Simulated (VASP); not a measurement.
## SnTe: single point with LDA

The system is SnTe.

```
CELL_PARAMETERS angstrom
0.00000 3.19138 2.97292
3.19138 0.00000 2.97292
3.19138 3.19138 0.00000
ATOMIC_POSITIONS crystal
Sn 0.00909 0.99091 0.99091
Te 0.49154 0.50846 0.50846
```

This cell differs from its parent crystal: mode 4 frozen in at -0.057 Å, strain +e along z and -e/2 along x and y -0.0467.

```
Program                : VASP 6.6.1
Task                   : single point
Functional             : LDA
Potentials or basis    : VASP PAW LDA potentials, release 64 (Sn_d, Te)
Cutoff                 : 520 eV
k mesh                 : 10 × 10 × 10
Occupations            : gaussian, width 0.03 eV
Spin                   : no spin polarisation
Dipole correction      : no
Further INCAR settings : ALGO = Normal; EDIFF = 1e-06; NBANDS = 17
```

The pressure is 1.0 GPa. The largest force is 0.008 eV/Å. The band gap on the k mesh is 0.22 eV, indirect (least direct gap 0.29 eV).

Forces on the atoms (eV/Å):
```
Sn  -0.008  0.000  0.000
Te   0.008  0.000  0.000
```

Stress tensor (GPa, compression positive):
```
-2.59  0.00  0.00
 0.00 -2.94  0.00
 0.00  0.00  8.57
```

Levels at points of the mesh, in eV from the valence-band top:
```tsv
k point	band 6	band 7	band 8	band 9	band 10	band 11	band 12	band 13	band 14	band 15
(0.00, 0.00, 0.00)	-13.06	-4.56	-2.71	-1.93	-1.89	2.76	2.84	4.25	4.63	5.06
(0.50, 0.00, 0.00)	-11.69	-8.54	-1.96	-1.78	-0.18	0.22	0.34	0.72	7.76	8.50
(0.50, 0.50, 0.00)	-11.11	-6.81	-5.86	-3.97	-3.97	1.89	4.92	4.94	7.36	9.16
(0.50, 0.00, 0.50)	-11.50	-6.33	-5.72	-4.19	-3.36	2.13	4.24	6.23	6.25	8.85
(0.00, 0.50, 0.50)	-11.49	-6.54	-5.53	-4.20	-3.36	2.19	4.21	6.21	6.27	8.88
```

It took 56 s on 1 thread of Intel(R) Xeon(R) 6975P-C (Granite Rapids) (shared host), peak memory 0.29 GiB.

Caveat: the cell differs from its parent crystal (mode 4 frozen in at -0.057 Å, strain +e along z and -e/2 along x and y -0.0467); spin-orbit coupling is left out, which moves the levels of the heavy elements. A k mesh can miss the band edges.
